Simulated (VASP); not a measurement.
Crystal: BN.

```
B N
1.0
     2.67075    0.00000    0.00000
    -1.33537    2.15498    0.00000
     0.00000    0.00000    5.78079
B N
2 2
Direct
  0.33333 0.66667 0.25000
  0.66667 0.33333 0.75000
  0.33333 0.66667 0.75000
  0.66667 0.33333 0.25000
```

This cell differs from its parent crystal: normal strain along x +0.0733, normal strain along z -0.1100.

```yaml
Program: VASP 6.6.1
Task: relaxation of the atoms
Functional: LDA
Potentials_or_basis: VASP PAW LDA potentials, release 64 (B, N)
Cutoff: 520 eV
k_mesh: 12 × 12 × 4
Occupations: gaussian, width 0.05 eV
Spin: no spin polarisation
```

At the start: pressure -21.7 GPa; volume 8.32 Å³/atom.

Question: Where does the relaxation end?

Answer: Over 8 steps the energy falls by 3.1 meV/atom at a fixed cell; space group Cmcm (No. 63, to 0.1 Å) before and after.

Step by step:
```tsv
step	energy change (eV)	largest force (eV/Å)	pressure (GPa)
1	0.0000	0.6189	-21.74
2	0.0460	1.3465	-23.18
3	-0.0095	0.0252	-22.39
4	-0.0096	0.0255	-22.39
5	-0.0099	0.0246	-22.39
6	-0.0104	0.0215	-22.39
7	-0.0112	0.0156	-22.38
8	-0.0122	0.0083	-22.39
```

Final structure:
```
CELL_PARAMETERS angstrom
2.67075 0.00000 0.00000
-1.33537 2.15498 0.00000
0.00000 0.00000 5.78079
ATOMIC_POSITIONS crystal
B 0.34226 0.68452 0.25000
B 0.65774 0.31548 0.75000
N 0.32078 0.64157 0.75000
N 0.67922 0.35843 0.25000
```

Caveat: the cell differs from its parent crystal (normal strain along x +0.0733, normal strain along z -0.1100).
